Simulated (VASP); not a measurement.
# Rb2ScCrC6N6 (Fm-3m) in VASP: single point with PBE

Aim: the single point of Rb2ScCrC6N6 with PBE.

All numbers are computed with VASP 6.6.1; they aren't measurements. Logs are shortened: lines on timing, memory, paths and dates and some standing lists are left out, and cuts for length are marked.

## Step 1: The cell of the first run

It takes space group Fm-3m (No. 225, cubic). Conventional cell: a = 10.444 Å, b = 10.444 Å, c = 10.444 Å, α = 90.00°, β = 90.00°, γ = 90.00°. Rb (site symmetry -43m) has 12 N at 3.74 Å and 12 C at 3.74 Å and 4 Sc at 4.52 Å and 4 Cr at 4.52 Å within 4.9 Å. Within 2.7 Å of Sc (site symmetry m-3m) lie 6 C at 2.02 Å. Cr (site symmetry m-3m) has 6 N at 2.03 Å within 2.7 Å. Within 1.6 Å of C (site symmetry 4mm) lie 1 N at 1.17 Å. Within 1.6 Å of N (site symmetry 4mm) lie 1 C at 1.17 Å.

## Step 2: Single point, PBE, collinear spin, ferromagnetic start

INCAR

```
PREC = Accurate
ENCUT = 520
EDIFF = 1E-7
ISMEAR = 0
SIGMA = 0.1
LREAL = Auto
LASPH = True
NELM = 150
ALGO = Normal
ISIF = 2
LWAVE = False
LCHARG = False
ISPIN = 2
MAGMOM = 0 0 0 3 0 0 0 0 0 0 0 0 0 0 0 0
LORBIT = 11
LMAXMIX = 4
GGA = PE
NBANDS = 66
```

KPOINTS

```
regular mesh
0
Gamma
  4 4 4
```

POSCAR

```
Rb2ScCrC6N6
1.0
    0.0000000000      5.2220000000      5.2220000000
    5.2220000000      0.0000000000      5.2220000000
    5.2220000000      5.2220000000      0.0000000000
Rb Sc Cr C N
2 1 1 6 6
Direct
    0.2500000000      0.2500000000      0.2500000000
    0.7500000000      0.7500000000      0.7500000000
    0.0000000000      0.0000000000      0.0000000000
    0.5000000000      0.5000000000      0.5000000000
    0.8063960200      0.1936039800      0.1936039800
    0.1936039800      0.8063960200      0.1936039800
    0.1936039800      0.1936039800      0.8063960200
    0.1936039800      0.8063960200      0.8063960200
    0.8063960200      0.1936039800      0.8063960200
    0.8063960200      0.8063960200      0.1936039800
    0.6943699700      0.3056300300      0.3056300300
    0.3056300300      0.6943699700      0.3056300300
    0.3056300300      0.3056300300      0.6943699700
    0.3056300300      0.6943699700      0.6943699700
    0.6943699700      0.3056300300      0.6943699700
    0.6943699700      0.6943699700      0.3056300300
```

Potentials or basis: VASP PAW PBE potentials, release 64 (Rb_sv, Sc_sv, Cr_pv, C, N).

Command:

```console
$ cat potpaw_PBE.64/Rb_sv/POTCAR potpaw_PBE.64/Sc_sv/POTCAR potpaw_PBE.64/Cr_pv/POTCAR potpaw_PBE.64/C/POTCAR potpaw_PBE.64/N/POTCAR > POTCAR
$ mpirun -np 1 vasp_std > vasp.out
```

OUTCAR:

```text
PREC = Accurate
   ENCUT = 520
   EDIFF = 1E-7
   ISMEAR = 0
   LREAL = Auto
   LASPH = True
   NELM = 150
   ISIF = 2
   ISPIN = 2
   LORBIT = 11
   GGA = PE

 ion  position               nearest neighbor table
   1  0.250  0.250  0.250-  11 3.74  12 3.74  13 3.74  13 3.74  14 3.74  15 3.74  12 3.74  14 3.74
                            16 3.74  11 3.74  15 3.74  16 3.74   5 3.74   6 3.74   7 3.74   8 3.74
   2  0.750  0.750  0.750-  12 3.74  13 3.74  14 3.74  11 3.74  13 3.74  15 3.74  11 3.74  12 3.74
                            16 3.74  14 3.74  15 3.74  16 3.74  10 3.74   9 3.74   8 3.74   5 3.74
   3  0.000  0.000  0.000-   5 2.02   6 2.02   7 2.02   8 2.02   9 2.02  10 2.02   2 4.52   2 4.52
                             2 4.52   1 4.52   1 4.52   1 4.52   2 4.52   1 4.52
   4  0.500  0.500  0.500-  11 2.03  12 2.03  13 2.03  14 2.03  15 2.03  16 2.03
   5  0.806  0.194  0.194-  11 1.17   3 2.02   1 3.74   2 3.74   2 3.74   1 3.74
   6  0.194  0.806  0.194-  12 1.17   3 2.02   1 3.74   2 3.74   2 3.74   1 3.74
   7  0.194  0.194  0.806-  13 1.17   3 2.02   1 3.74   2 3.74   2 3.74   1 3.74
   8  0.194  0.806  0.806-  14 1.17   3 2.02   2 3.74   1 3.74   1 3.74   2 3.74
   9  0.806  0.194  0.806-  15 1.17   3 2.02   2 3.74   1 3.74   1 3.74   2 3.74
  10  0.806  0.806  0.194-  16 1.17   3 2.02   2 3.74   1 3.74   1 3.74   2 3.74
  11  0.694  0.306  0.306-   5 1.17   4 2.03   1 3.74   1 3.74   2 3.74   2 3.74
  12  0.306  0.694  0.306-   6 1.17   4 2.03   1 3.74   1 3.74   2 3.74   2 3.74
  13  0.306  0.306  0.694-   7 1.17   4 2.03   1 3.74   1 3.74   2 3.74   2 3.74
  14  0.306  0.694  0.694-   8 1.17   4 2.03   2 3.74   1 3.74   1 3.74   2 3.74
  15  0.694  0.306  0.694-   9 1.17   4 2.03   2 3.74   1 3.74   1 3.74   2 3.74
  16  0.694  0.694  0.306-  10 1.17   4 2.03   2 3.74   1 3.74   1 3.74   2 3.74

  LATTYP: Found a face centered cubic cell.
 ALAT       =    10.4440000000

  Lattice vectors:

 A1 = (   0.0000000000,   5.2220000000,   5.2220000000)
 A2 = (   5.2220000000,   0.0000000000,   5.2220000000)
 A3 = (   5.2220000000,   5.2220000000,   0.0000000000)

Analysis of symmetry for initial positions (statically):
=====================================================================
 Subroutine PRICEL returns:
 Original cell was already a primitive cell.

 Routine SETGRP: Setting up the symmetry group for a
 face centered cubic supercell.

 Subroutine GETGRP returns: Found 48 space group operations
 (whereof 48 operations were pure point group operations)
 out of a pool of 48 trial point group operations.

The static configuration has the point symmetry O_h .

Analysis of symmetry for dynamics (positions and initial velocities):
=====================================================================
 Subroutine PRICEL returns:
 Original cell was already a primitive cell.

 Routine SETGRP: Setting up the symmetry group for a
 face centered cubic supercell.

[... 182 lines left out ...]
 val. band max:        2.3566069852   @ k =   0.5000   0.0000   0.0000
 cond. band min:       2.4601999624   @ k =   0.5000   0.0000   0.0000
 fundamental gap:      0.1035929772
 Fermi energy:         2.3706860142

 spin component 1

 k-point     1 :       0.0000    0.0000    0.0000
  band No.  band energies     occupation
      1     -45.4646      1.00000
      2     -40.5792      1.00000
      3     -40.5792      1.00000
      4     -40.5791      1.00000
      5     -25.9757      1.00000
      6     -25.9731      1.00000
[... 485 lines left out ...]
     58       5.8467      0.00000
     59       5.8468      0.00000
 Fermi energy:         2.3706860142

 spin component 2

 k-point     1 :       0.0000    0.0000    0.0000
  band No.  band energies     occupation
      1     -45.3503      1.00000
      2     -42.0827      1.00000
      3     -42.0826      1.00000
      4     -42.0825      1.00000
      5     -25.9753      1.00000
      6     -25.9727      1.00000
[... 485 lines left out ...]
     58       5.7597      0.00000
     59       5.7597      0.00000
 [bands above 59 left out]

------------------------ aborting loop because EDIFF is reached ----------------------------------------

  FORCE on cell =-STRESS in cart. coord.  units (eV):
  Direction    XX          YY          ZZ          XY          YZ          ZX
  --------------------------------------------------------------------------------------
  -------------------------------------------------------------------------------------
  Total       16.9106496     16.9106496     16.9106496      0.0000000      0.0000000      0.0000000
  in kB       95.1327993     95.1327993     95.1327993      0.0000000      0.0000000      0.0000000
  external PRESSURE =      95.1327993 kB  Pullay stress =       0.0000000 kB

 VOLUME and BASIS-vectors are now :
 -----------------------------------------------------------------------------
  energy-cutoff  :      520.00
  volume of cell :      284.80
      direct lattice vectors                 reciprocal lattice vectors
     0.000000000  5.222000000  5.222000000    -0.095748755  0.095748755  0.095748755
     5.222000000  0.000000000  5.222000000     0.095748755 -0.095748755  0.095748755
     5.222000000  5.222000000  0.000000000     0.095748755  0.095748755 -0.095748755

 POSITION                                       TOTAL-FORCE (eV/Angst)
 -----------------------------------------------------------------------------------
      2.61100      2.61100      2.61100         0.000000      0.000000     -0.000000
      7.83300      7.83300      7.83300         0.000000      0.000000     -0.000000
      0.00000      0.00000      0.00000         0.000000      0.000000     -0.000000
      5.22200      5.22200      5.22200         0.000000      0.000000     -0.000000
      2.02200      5.22200      5.22200         2.058918      0.000000     -0.000000
      5.22200      2.02200      5.22200         0.000000      2.058918     -0.000000
[... 8 lines left out ...]
      5.22200      7.25200      5.22200         0.000000     -2.720184     -0.000000
      5.22200      5.22200      7.25200         0.000000      0.000000     -2.720184
 -----------------------------------------------------------------------------------
    total drift:                               -0.000000     -0.000000      0.000000

  FREE ENERGIE OF THE ION-ELECTRON SYSTEM (eV)
  ---------------------------------------------------
  free  energy   TOTEN  =      -122.6163354736 eV

  energy  without entropy=     -122.5974864653  energy(sigma->0) =     -122.60691097

 total charge

# of ion       s       p       d       tot
------------------------------------------
    1        1.931   5.354   0.007   7.293
    2        1.931   5.354   0.007   7.293
    3        2.318   6.534   1.557  10.409
    4        0.275   6.341   4.127  10.743
    5        0.988   1.659   0.000   2.647
    6        0.988   1.659   0.000   2.647
[... 8 lines left out ...]
   15        1.309   2.587   0.000   3.896
   16        1.309   2.587   0.000   3.896
--------------------------------------------------
tot         20.238  49.062   5.698  74.998

 magnetization (x)

# of ion       s       p       d       tot
------------------------------------------
    1        0.000   0.000   0.000   0.000
    2        0.000   0.000   0.000   0.000
    3        0.002   0.004   0.159   0.166
    4       -0.009  -0.014  -1.475  -1.498
    5       -0.002  -0.007   0.000  -0.009
    6       -0.002  -0.007   0.000  -0.009
[... 8 lines left out ...]
   15        0.004   0.038   0.000   0.042
   16        0.004   0.038   0.000   0.042
--------------------------------------------------
tot          0.005   0.177  -1.314  -1.133
```

OSZICAR:

```text
N       E                     dE             d eps       ncg     rms          rms(c)
DAV:   1     0.961115502877E+03    0.96112E+03   -0.42788E+04  2224   0.133E+03
DAV:   2    -0.270303171051E+02   -0.98815E+03   -0.93191E+03  2456   0.361E+02
DAV:   3    -0.138060976890E+03   -0.11103E+03   -0.10753E+03  3216   0.133E+02
[... 12 lines left out ...]
DAV:  16    -0.122616337605E+03   -0.23115E-04   -0.98354E-05  3238   0.474E-02    0.226E-01
DAV:  17    -0.122616339259E+03   -0.16546E-05   -0.64020E-06  3056   0.109E-02    0.184E-01
DAV:  18    -0.122616337286E+03    0.19737E-05   -0.46936E-06  2570   0.996E-03    0.110E-01
DAV:  19    -0.122616335532E+03    0.17536E-05   -0.30085E-06  2976   0.759E-03    0.605E-02
DAV:  20    -0.122616335474E+03    0.58430E-07   -0.49258E-07  2416   0.317E-03
   1 F= -.12261634E+03 E0= -.12260691E+03  d E =-.188490E-01  mag=    -1.0002
```

Run time: 8.3 min. Hardware: 1 thread of Intel Xeon 6975P-C (Granite Rapids), shared host; peak memory 0.68 GiB.

Results:

| Property | Result |
| --- | --- |
| Free energy | -122.6163 eV |
| Pressure | 9.5 GPa |
| Largest force | 2.720 eV/Å |
| Band gap on the k mesh | zero (filled and empty bands overlap) |
| Net moment | -1.00 μB per cell |
| Site moments | Rb +0.00; Sc +0.17; Cr -1.50; C -0.01; N +0.04 μB |
| Valence electrons inside the program's atomic spheres | Rb 7.29; Sc 10.41; Cr 10.74; C 2.65; N 3.90 |

Forces in eV/Å, atoms in the order of the input:
```
Rb   0.000  0.000  0.000
Rb   0.000  0.000  0.000
Sc   0.000  0.000  0.000
Cr   0.000  0.000  0.000
C    2.059  0.000  0.000
C    0.000  2.059  0.000
C    0.000  0.000  2.059
C   -2.059  0.000  0.000
C    0.000 -2.059  0.000
C    0.000  0.000 -2.059
N    2.720  0.000  0.000
N    0.000  2.720  0.000
N    0.000  0.000  2.720
N   -2.720  0.000  0.000
N    0.000 -2.720  0.000
N    0.000  0.000 -2.720
```

Caveat: the cell stands under pressure; a cell with one magnetic atom can't hold antiferromagnetic order, which such compounds often take; forces of over 1 eV/Å act on the atoms, so gaps and moduli don't describe the material at rest.

The gap in the log of VASP goes by the Fermi energy; the results here count the filled bands.